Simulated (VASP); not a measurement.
# C (Pm-3m) in VASP: a series of runs

Runs on C. Level: PBE. Tasks: single point.

All numbers are computed with VASP 6.6.1; they aren't measurements. Logs are shortened: lines on timing, memory, paths and dates and some standing lists are left out, and cuts for length are marked.

## (1) The cell of the first run

It takes space group Pm-3m (No. 221, cubic). Conventional cell: a = 1.562 Å, b = 1.562 Å, c = 1.562 Å, α = 90.00°, β = 90.00°, γ = 90.00°. C (site symmetry m-3m) has 6 C at 1.56 Å within 2.1 Å.

## (2) Single point, PBE (volume scaled by 0.68)

Input file INCAR:

```
PREC     = Accurate       # precision mode
ENCUT    = 520            # plane-wave cutoff, eV
EDIFF    = 1E-7           # SCF threshold, eV
ISMEAR   = -1             # smearing method
SIGMA    = 0.08           # smearing width, eV
LREAL    = F              # projectors in reciprocal space
LASPH    = T              # aspherical terms in the spheres
NELM     = 80             # most SCF steps
ALGO     = Normal         # electronic algorithm
ISIF     = 2              # what is computed and relaxed
LWAVE    = F              # write WAVECAR
LCHARG   = F              # write CHGCAR
GGA      = PE             # functional
NBANDS   = 8              # bands
```

Input file KPOINTS:

```
regular mesh
0
Gamma
  20 20 20
```

Input file POSCAR:

```
C
1.0
    1.5619527913      0.0000000000      0.0000000000
    0.0000000000      1.5619527913      0.0000000000
    0.0000000000      0.0000000000      1.5619527913
C
1
Direct
    0.0000000000      0.0000000000      0.0000000000
```

Potentials or basis: VASP PAW PBE potentials, release 64 (C).

The run is started by

```bash
cat potpaw_PBE.64/C/POTCAR > POTCAR
mpirun -np 1 vasp_std > vasp.out
```

OUTCAR:

```text
PREC = Accurate
   ENCUT = 520
   EDIFF = 1E-7
   ISMEAR = -1
   LREAL = F
   LASPH = T
   NELM = 80
   ISIF = 2
   GGA = PE

 ion  position               nearest neighbor table
   1  0.000  0.000  0.000-

  LATTYP: Found a simple cubic cell.
 ALAT       =     1.5619527913

  Lattice vectors:

 A1 = (   1.5619527913,   0.0000000000,   0.0000000000)
 A2 = (   0.0000000000,   1.5619527913,   0.0000000000)
 A3 = (   0.0000000000,   0.0000000000,   1.5619527913)

Analysis of symmetry for initial positions (statically):
=====================================================================
 Subroutine PRICEL returns:
 Original cell was already a primitive cell.

 Routine SETGRP: Setting up the symmetry group for a
 simple cubic supercell.

 Subroutine GETGRP returns: Found 48 space group operations
 (whereof 48 operations were pure point group operations)
 out of a pool of 48 trial point group operations.

The static configuration has the point symmetry O_h .

Analysis of symmetry for dynamics (positions and initial velocities):
=====================================================================
 Subroutine PRICEL returns:
 Original cell was already a primitive cell.

 Routine SETGRP: Setting up the symmetry group for a
 simple cubic supercell.

 Subroutine GETGRP returns: Found 48 space group operations
 (whereof 48 operations were pure point group operations)
 out of a pool of 48 trial point group operations.

The dynamic configuration has the point symmetry O_h .

 Subroutine INISYM returns: Found 48 space group operations
 (whereof 48 operations are pure point group operations),
 and found     1 'primitive' translations

----------------------------------------------------------------------------------------

                                     Primitive cell

  volume of cell :       3.8107

  direct lattice vectors                    reciprocal lattice vectors
     1.561952791  0.000000000  0.000000000     0.640224215  0.000000000  0.000000000
     0.000000000  1.561952791  0.000000000     0.000000000  0.640224215  0.000000000
     0.000000000  0.000000000  1.561952791     0.000000000  0.000000000  0.640224215

  length of vectors
     1.561952791  1.561952791  1.561952791     0.640224215  0.640224215  0.640224215

  position of ions in fractional coordinates (direct lattice)
     0.000000000  0.000000000  0.000000000
[... 70 lines left out ...]
   ISPIN  =      1    spin polarized calculation?
   LNONCOLLINEAR =      F non collinear calculations
   LSORBIT =      F    spin-orbit coupling
   LASPH  =      T    aspherical Exc in radial PAW
   ENCUT  =  520.0 eV  38.22 Ry    6.18 a.u.   2.90  2.90  2.90*2*pi/ulx,y,z
   NELM   =     80;   NELMIN=  2; NELMDL= -5     # of ELM steps
   EDIFF  = 0.1E-06   stopping-criterion for ELM
   LREAL  =      F    real-space projection
   EDIFFG = 0.1E-05   stopping-criterion for IOM
   NSW    =      0    number of steps for IOM
   IBRION =     -1    ionic relax: 0-MD 1-quasi-New 2-CG
   NFREE  =      0    steps in history (QN), initial steepest desc. (CG)
   ISIF   =      2    stress and relaxation
   ISYM   =      2    0-nonsym 1-usesym 2-fastsym
   POTIM  = 0.5000    time-step for ionic-motion
   TEBEG  =    0.0;   TEEND  =   0.0 temperature during run
   PSTRESS=    0.0 pullay stress
   NELECT =       4.0000    total number of electrons
   NUPDOWN=      -1.0000    fix difference up-down
   EMIN   =  10.00;   EMAX   =-10.00  energy-range for DOS
   EFERMI =   0.00;   METHOD = LEGACY
   ISMEAR =    -1;   SIGMA  =   0.08  broadening in eV -4-tet -1-fermi 0-gaus
   EFERMI_NEDOS =   21; number of points for ismear=-14 and -15
   IALGO  =     38    algorithm
   IMIX   =      4    mixing-type and parameters
     AMIX     =   0.40;   BMIX     =  1.00
     AMIX_MAG =   1.60;   BMIX_MAG =  1.00
  volume/ion in A,a.u.               =       3.81        25.72
  Fermi-wavevector in a.u.,A,eV,Ry     =   1.663771  3.144072 37.662756  2.768134
  Thomas-Fermi vector in A             =   2.750431
   LORBIT       =      0    0 simple, 1 ext, 2 COOP (PROOUT), +10 PAW based schemes
   GGA     = PE    functional components
   LHFCALC =     F    Hartree Fock is set to
   AEXX    =    0.0000 exact exchange contribution
   IVDW    =     0    specifies the selected vdW correction
   LEPSILON=     F    determine dielectric tensor
   LRPA    =     F    only Hartree local field effects (RPA)
 non-spin polarized calculation
  energy-cutoff  :      520.00
  volume of cell :        3.81
 maximum number of plane-waves:       112
 NGX is ok and might be reduce to    12
   NGX =  5   NGY =  5   NGZ =  5

 number of electron       3.9999999 magnetization

 Free energy of the ion-electron system (eV)
  ---------------------------------------------------
  ext. energy  EPLUGINS =         0.00000000
  ---------------------------------------------------
  free energy    TOTEN  =        -5.41002293 eV

  energy without entropy =       -5.40695699  energy(sigma->0) =       -5.40848996

 E-fermi :  18.2787     XC(G=0): -15.8115

 val. band max:       18.2671028338   @ k =   0.4500   0.4500   0.1000
 cond. band min:      18.3559552903   @ k =   0.4500   0.4500   0.0500
 fundamental gap:      0.0888524565
 Fermi energy:        18.2787497946

 k-point     1 :       0.0000    0.0000    0.0000
  band No.  band energies     occupation
      1     -10.9231      2.00000
      2      30.6056      0.00000
      3      30.6056      0.00000
      4      30.6056      0.00000
      5      47.5652      0.00000
      6      47.5652      0.00000
      7      59.8615      0.00000
      8      89.1776      0.00000
[... 243 lines left out ...]
 k-point    24 :       0.2000    0.1000    0.0000
  band No.  band energies     occupation
      1      -8.4729      2.00000
      2      19.9027      0.00000
      3      28.9994      0.00000
      4      32.4680      0.00000
      5      52.9460      0.00000
      6      56.7707      0.00000
      7      61.9027      0.00000
      8      76.2545      0.00000

 [... further k-points ...]
[... 5 lines left out ...]
  --------------------------------------------------------------------------------------
  -------------------------------------------------------------------------------------
  Total        6.2474182      6.2474182      6.2474182     -0.0000000     -0.0000000      0.0000000
  in kB     2626.6817292   2626.6817292   2626.6817292     -0.0000000     -0.0000000      0.0000000
  external PRESSURE =    2626.6817292 kB  Pullay stress =       0.0000000 kB

 VOLUME and BASIS-vectors are now :
 -----------------------------------------------------------------------------
  energy-cutoff  :      520.00
  volume of cell :        3.81
      direct lattice vectors                 reciprocal lattice vectors
     1.561952791  0.000000000  0.000000000     0.640224215  0.000000000  0.000000000
     0.000000000  1.561952791  0.000000000     0.000000000  0.640224215  0.000000000
     0.000000000  0.000000000  1.561952791     0.000000000  0.000000000  0.640224215

 POSITION                                       TOTAL-FORCE (eV/Angst)
 -----------------------------------------------------------------------------------
      0.00000      0.00000      0.00000         0.000000      0.000000      0.000000
 -----------------------------------------------------------------------------------
    total drift:                               -0.000000     -0.000000     -0.000000

  FREE ENERGIE OF THE ION-ELECTRON SYSTEM (eV)
  ---------------------------------------------------
  free  energy   TOTEN  =        -5.4100229296 eV

  energy  without entropy=       -5.4069569939  energy(sigma->0) =       -5.40848996
```

Run time: 3.7 s. Hardware: 1 thread of Intel Xeon 6975P-C (Granite Rapids), shared host; peak memory 0.1 GiB.

What came out:

* Free energy: -5.4100 eV
* Pressure: 262.7 GPa
* Band gap on the k mesh: zero (band 2 reaches 30.61 eV, above the bottom of band 3 at 16.21 eV)

## (3) Single point, PBE (volume scaled by 0.76)

Input file INCAR:

```
PREC = Accurate
ENCUT = 520
EDIFF = 1E-7
ISMEAR = -1
SIGMA = 0.08
LREAL = F
LASPH = T
NELM = 100
ALGO = Normal
ISIF = 2
LWAVE = F
LCHARG = F
GGA = PE
NBANDS = 8
```

Input file KPOINTS:

```
Automatic mesh
0
Gamma
  20 20 20
```

Input file POSCAR:

```
C
1.0
    1.6209494202      0.0000000000      0.0000000000
    0.0000000000      1.6209494202      0.0000000000
    0.0000000000      0.0000000000      1.6209494202
C
1
Direct
    0.0000000000      0.0000000000      0.0000000000
```

Potentials or basis: VASP PAW PBE potentials, release 64 (C).

The run is started by

```bash
cat potpaw_PBE.64/C/POTCAR > POTCAR
mpirun -np 1 vasp_std > vasp.out
```

OUTCAR:

```text
PREC = Accurate
   ENCUT = 520
   EDIFF = 1E-7
   ISMEAR = -1
   LREAL = F
   LASPH = T
   NELM = 100
   ISIF = 2
   GGA = PE

 ion  position               nearest neighbor table
   1  0.000  0.000  0.000-

  LATTYP: Found a simple cubic cell.
 ALAT       =     1.6209494202

  Lattice vectors:

 A1 = (   1.6209494202,   0.0000000000,   0.0000000000)
 A2 = (   0.0000000000,   1.6209494202,   0.0000000000)
 A3 = (   0.0000000000,   0.0000000000,   1.6209494202)

[... 432 lines left out ...]
  band No.  band energies     occupation
      1      -8.7404      2.00000
      2      17.6269      0.00000
      3      25.8166      0.00000
      4      28.9317      0.00000
      5      48.7943      0.00000
      6      51.7204      0.00000
      7      56.7083      0.00000
      8      70.2982      0.00000

 [... further k-points ...]
[... 5 lines left out ...]
  --------------------------------------------------------------------------------------
  -------------------------------------------------------------------------------------
  Total        3.9319228      3.9319228      3.9319228      0.0000000      0.0000000     -0.0000000
  in kB     1479.1328258   1479.1328258   1479.1328258      0.0000000      0.0000000     -0.0000000
  external PRESSURE =    1479.1328258 kB  Pullay stress =       0.0000000 kB

 VOLUME and BASIS-vectors are now :
 -----------------------------------------------------------------------------
  energy-cutoff  :      520.00
  volume of cell :        4.26
      direct lattice vectors                 reciprocal lattice vectors
     1.620949420  0.000000000  0.000000000     0.616922396  0.000000000  0.000000000
     0.000000000  1.620949420  0.000000000     0.000000000  0.616922396  0.000000000
     0.000000000  0.000000000  1.620949420     0.000000000  0.000000000  0.616922396

 POSITION                                       TOTAL-FORCE (eV/Angst)
 -----------------------------------------------------------------------------------
      0.00000      0.00000      0.00000         0.000000      0.000000      0.000000
 -----------------------------------------------------------------------------------
    total drift:                               -0.000000     -0.000000     -0.000000

  FREE ENERGIE OF THE ION-ELECTRON SYSTEM (eV)
  ---------------------------------------------------
  free  energy   TOTEN  =        -5.9754690201 eV

  energy  without entropy=       -5.9728724557  energy(sigma->0) =       -5.97417074
```

Run time: 4 s. Hardware: 1 thread of Intel Xeon 6975P-C (Granite Rapids), shared host; peak memory 0.1 GiB.

Results:

```
Free energy            : -5.9755 eV
Pressure               : 147.9 GPa
Band gap on the k mesh : zero (band 2 reaches 27.27 eV, above the bottom of band 3 at 14.18 eV)
```

Levels at points of the mesh, in eV from the Fermi level:
```
           k point  band 1  band 2  band 3  band 4  band 5  band 6  band 7
(0.00, 0.00, 0.00)  -26.93   11.38   11.38   11.38   28.10   28.10   38.23
(0.50, 0.00, 0.00)  -16.28  -14.64   15.95   15.95   34.58   37.74   44.85
(0.50, 0.50, 0.00)   -8.34   -8.34   -1.37    6.93   19.66   48.79   48.79
(0.50, 0.50, 0.50)   -1.70   -1.70   -1.70   14.87   18.20   18.20   18.20
```
